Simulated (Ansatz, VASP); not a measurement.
One calculation of CoH4, two programs

```
CELL_PARAMETERS angstrom
4.89031 0.00000 0.00000
0.00000 4.89031 0.00000
0.00000 0.00000 2.27324
ATOMIC_POSITIONS crystal
Co 0.50000 0.50000 0.50000
H 0.66939 0.66939 0.00000
H 0.33061 0.33061 0.00000
H 0.33061 0.66939 0.00000
H 0.66939 0.33061 0.00000
```

Alike in both runs: task relaxation of cell and atoms; functional PBE; k mesh 6 × 6 × 14; occupations gaussian, width 0.1 eV; no spin polarisation.

|  | VASP | Ansatz |
| --- | --- | --- |
| version | VASP 6.6.1 | Ansatz 0.2.0 |
| potentials or method | VASP PAW PBE potentials, release 64 (Co, H), cutoff 600 eV | scalar-relativistic, plane waves, PAW |
| valence electrons in the cell | 13 | 21 |

Ansatz gave:

| Item | Value |
| --- | --- |
| gap on the k mesh at the Fermi level, each at its own relaxed structure (eV) | none |
| relaxed volume (Å³/atom) | 11.03 |
| relaxed length of the cell vector where the two differ most in proportion (Å) | 4.926 |

Task: Estimate VASP's values.

Result: gap on the k mesh at the Fermi level, each at its own relaxed structure (eV): none; relaxed volume (Å³/atom): 10.86; relaxed length of the cell vector where the two differ most in proportion (Å): 4.889.

A gap of «none» marks a metal or a gap that the smearing closes. VASP's potentials hold 13 valence electrons a cell and Ansatz's 21, so a difference there can come from the potentials and not from the codes.
